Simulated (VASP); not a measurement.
# Fe (Im-3m) in VASP: a series of runs, part 2 of 3

VASP 6.6.1. The steps go on from the part before.

**4. Relaxation of cell and atoms, PBEsol, collinear spin, ferromagnetic start**

INCAR reads:

```
  PREC = Accurate
  ENCUT = 600
  EDIFF = 1E-7
  ISMEAR = 0
  SIGMA = 0.1
  LREAL = F
  LASPH = T
  NELM = 200
  ALGO = Normal
  ISIF = 3
  LWAVE = F
  LCHARG = F
  ISPIN = 2
  MAGMOM = 2.63
  LORBIT = 11
  LMAXMIX = 4
  GGA = PS
  IBRION = 2
  NSW = 100
  EDIFFG = -0.05
  GGA_COMPAT = F
  NELMIN = 4
```

KPOINTS reads:

```
Automatic mesh
0
Gamma
  10 10 10
```

POSCAR reads:

```
Fe
1.0
   -1.4295500000      1.4295500000      1.4295500000
    1.4295500000     -1.4295500000      1.4295500000
    1.4295500000      1.4295500000     -1.4295500000
Fe
1
Direct
    0.0000000000      0.0000000000      0.0000000000
```

Potentials or basis: VASP PAW PBE potentials, release 64 (Fe).

Launch:

```bash
cat potpaw_PBE.64/Fe/POTCAR > POTCAR
mpirun -np 1 vasp_std > vasp.out
```

OUTCAR:

```text
PREC = Accurate
   ENCUT = 600
   EDIFF = 1E-7
   ISMEAR = 0
   LREAL = F
   LASPH = T
   NELM = 200
   ISIF = 3
   ISPIN = 2
   LORBIT = 11
   GGA = PS
   IBRION = 2
   NSW = 100
   EDIFFG = -0.05
   NELMIN = 4

 ion  position               nearest neighbor table
   1  0.000  0.000  0.000-

  LATTYP: Found a body centered cubic cell.
 ALAT       =     2.8591000000

  Lattice vectors:

 A1 = (  -1.4295500000,   1.4295500000,   1.4295500000)
 A2 = (   1.4295500000,  -1.4295500000,   1.4295500000)
 A3 = (   1.4295500000,   1.4295500000,  -1.4295500000)

Analysis of symmetry for initial positions (statically):
=====================================================================
 Subroutine PRICEL returns:
 Original cell was already a primitive cell.

 Routine SETGRP: Setting up the symmetry group for a
 body centered cubic supercell.

 Subroutine GETGRP returns: Found 48 space group operations
 (whereof 48 operations were pure point group operations)
 out of a pool of 48 trial point group operations.

The static configuration has the point symmetry O_h .

Analysis of symmetry for dynamics (positions and initial velocities):
=====================================================================
 Subroutine PRICEL returns:
 Original cell was already a primitive cell.

 Routine SETGRP: Setting up the symmetry group for a
 body centered cubic supercell.

 Subroutine GETGRP returns: Found 48 space group operations
 (whereof 48 operations were pure point group operations)
 out of a pool of 48 trial point group operations.

The dynamic configuration has the point symmetry O_h .

Analysis of structural, dynamic, and magnetic symmetry:
=====================================================================
 Subroutine PRICEL returns:
 Original cell was already a primitive cell.

 Routine SETGRP: Setting up the symmetry group for a
 body centered cubic supercell.

 Subroutine GETGRP returns: Found 48 space group operations
 (whereof 48 operations were pure point group operations)
[... 136 lines left out ...]
 maximum number of plane-waves:       402
   NGX =  9   NGY =  9   NGZ =  9

--------------------------------------- Ionic step        1  -------------------------------------------

 number of electron       7.9999999 magnetization       2.1405255

 Free energy of the ion-electron system (eV)
  ---------------------------------------------------
  ext. energy  EPLUGINS =         0.00000000
  ---------------------------------------------------
  free energy    TOTEN  =        -8.88264340 eV

  energy without entropy =       -8.87730564  energy(sigma->0) =       -8.87997452

------------------------ aborting loop because EDIFF is reached ----------------------------------------

  FORCE on cell =-STRESS in cart. coord.  units (eV):
  Direction    XX          YY          ZZ          XY          YZ          ZX
  --------------------------------------------------------------------------------------
  -------------------------------------------------------------------------------------
  Total       -1.1547245     -1.1547245     -1.1547245     -0.0000000     -0.0000000      0.0000000
  in kB     -158.3182299   -158.3182299   -158.3182299     -0.0000000     -0.0000000      0.0000000
  external PRESSURE =    -158.3182299 kB  Pullay stress =       0.0000000 kB
[... 57 lines left out ...]
--------------------------------------- Ionic step        3  -------------------------------------------

 number of electron       8.0000000 magnetization       2.1274906

 Free energy of the ion-electron system (eV)
  ---------------------------------------------------
  ext. energy  EPLUGINS =         0.00000000
  ---------------------------------------------------
  free energy    TOTEN  =        -8.92807790 eV

  energy without entropy =       -8.92306569  energy(sigma->0) =       -8.92557180

 E-fermi :   6.2276     XC(G=0): -13.5439

 val. band max:        6.2266985063   @ k =  -0.4000   0.5000   0.2000
 cond. band min:       6.2399381134   @ k =  -0.4000   0.5000   0.3000
 fundamental gap:      0.0132396071
 Fermi energy:         6.2275554106

 spin component 1

 k-point     1 :       0.0000    0.0000    0.0000
  band No.  band energies     occupation
      1      -2.6342      1.00000
      2       3.7439      1.00000
      3       3.7439      1.00000
      4       3.7439      1.00000
      5       5.1129      1.00000
      6       5.1129      1.00000
      7      31.5500      0.00000
      8      31.5500      0.00000
      9      31.5500      0.00000
[... 265 lines left out ...]
 k-point    24 :      -0.3000    0.3000    0.1000
  band No.  band energies     occupation
      1       0.6592      1.00000
      2       3.2048      1.00000
      3       3.4759      1.00000
      4       4.7349      1.00000
      5       5.4671      1.00000
      6       5.6832      1.00000
      7      20.3918      0.00000
      8      26.2348      0.00000
      9      26.8474      0.00000

 [... further k-points ...]

 spin component 2

 k-point     1 :       0.0000    0.0000    0.0000
  band No.  band energies     occupation
      1      -2.3834      1.00000
      2       5.6201      1.00000
      3       5.6201      1.00000
      4       5.6201      1.00000
      5       7.6995      0.00000
      6       7.6995      0.00000
      7      31.4553      0.00000
      8      31.4553      0.00000
      9      31.4553      0.00000
[... 304 lines left out ...]
  FREE ENERGIE OF THE ION-ELECTRON SYSTEM (eV)
  ---------------------------------------------------
  free  energy   TOTEN  =        -8.9280779036 eV

  energy  without entropy=       -8.9230656879  energy(sigma->0) =       -8.92557180

 reached required accuracy - stopping structural energy minimisation

 total charge

# of ion       s       p       d       tot
------------------------------------------
    1        0.509   0.589   6.275   7.374

 magnetization (x)

# of ion       s       p       d       tot
------------------------------------------
    1       -0.014  -0.057   2.183   2.112
```

CONTCAR:

```text
Fe
   1.00000000000000
    -1.3944235570449750    1.3944235570449750    1.3944235570449750
     1.3944235570449750   -1.3944235570449750    1.3944235570449750
     1.3944235570449750    1.3944235570449750   -1.3944235570449750
  Fe
     1
Direct
     0.0000000000000000    0.0000000000000000    0.0000000000000000

  0.00000000E+00  0.00000000E+00  0.00000000E+00
```

Run time: 54 s. Hardware: 1 thread of Intel Xeon 8259CL, shared host; peak memory 0.15 GiB.

Results:

* Free energy: -8.9281 eV
* Relaxed volume: 10.85 Å³/atom
* Relaxed cell: a = 2.415 Å, b = 2.415 Å, c = 2.415 Å, α = 109.47°, β = 109.47°, γ = 109.47°
* Space group after relaxing (to 0.1 Å): Im-3m (No. 229)
* Energy gained by relaxing: 45.4 meV/atom
* Ionic steps: 3
* Pressure after relaxing: -0.2 GPa
* Net moment: 2.13 μB per cell
* Site moments: Fe +2.11 μB
* Valence electrons inside the program's atomic spheres: Fe 7.37

The path:
```csv
step,energy change (eV),largest force (eV/Å),pressure (GPa),volume (Å³)
1,0.0000,0.0000,-15.83,11.69
2,0.0304,0.0000,26.08,9.84
3,-0.0454,0.0000,-0.21,10.85
```

Final structure:
```xyz
1
Lattice="-1.3944 1.3944 1.3944 1.3944 -1.3944 1.3944 1.3944 1.3944 -1.3944" Properties=species:S:1:pos:R:3 pbc="T T T"
Fe    0.0000    0.0000    0.0000
```

Caveat: the PAW data sets were made with another functional, which shifts forces and pressure a little.

**5. Single point, PBEsol, collinear spin, ferromagnetic start**

This run uses another cell than the first one, of 10.81 Å³/atom.

INCAR reads:

```
SYSTEM = Fe
  ALGO = Normal
  EDIFF = 1E-6
  ENCUT = 600
  GGA = PS
  GGA_COMPAT = .FALSE.
  ISIF = 2
  ISMEAR = 0
  ISPIN = 2
  LASPH = .TRUE.
  LCHARG = .FALSE.
  LMAXMIX = 4
  LORBIT = 11
  LREAL = .FALSE.
  LWAVE = .FALSE.
  MAGMOM = 2.37
  NBANDS = 14
  NELM = 200
  PREC = Accurate
  SIGMA = 0.1
```

KPOINTS reads:

```
k-points
0
G
  20 20 20
  0 0 0
```

POSCAR reads:

```
Fe
1.0
   -1.3927846119      1.3927846119      1.3927846119
    1.3927846119     -1.3927846119      1.3927846119
    1.3927846119      1.3927846119     -1.3927846119
Fe
1
Direct
    0.0000000000      0.0000000000      0.0000000000
```

Launch:

```bash
cat potpaw_PBE.64/Fe/POTCAR > POTCAR
mpirun -np 1 vasp_std > vasp.out
```

Wall time 92 s (1 thread of Intel Xeon 8259CL, shared host); peak memory 0.19 GiB.

It converged, with:

```
Free energy                                           : -8.9211 eV
Pressure                                              : -0.1 GPa
Net moment                                            : 2.09 μB per cell
Site moments                                          : Fe +2.07 μB
Valence electrons inside the program's atomic spheres : Fe 7.38
```

Levels at points of the mesh, in eV from the Fermi level:
Spin up:
```
           k point  band 1  band 2  band 3  band 4  band 5  band 6  band 7  band 8  band 9  band 10
(0.00, 0.00, 0.00)   -8.83   -2.42   -2.42   -2.42   -1.06   -1.06   25.41   25.41   25.41    30.84
(0.50, 0.00, 0.00)   -5.24   -3.60   -0.99   -0.84    0.41    0.51    7.77   18.69   20.92    24.16
(0.50, 0.50, 0.50)   -5.16   -5.16    0.21    0.21    0.21   10.19   10.19   10.19   16.13    16.13
```
Spin down:
```tsv
k point	band 1	band 2	band 3	band 4	band 5	band 6	band 7	band 8
(0.00, 0.00, 0.00)	-8.57	-0.60	-0.60	-0.60	1.51	1.51	25.33	25.33
(0.50, 0.00, 0.00)	-3.99	-1.96	0.64	1.38	1.79	2.62	9.12	18.86
(0.50, 0.50, 0.50)	-3.45	-3.45	2.29	2.29	2.29	10.55	10.55	10.55
```

Caveat: the PAW data sets were made with another functional, which shifts forces and pressure a little.

(Part 2 of 3 ends here.)
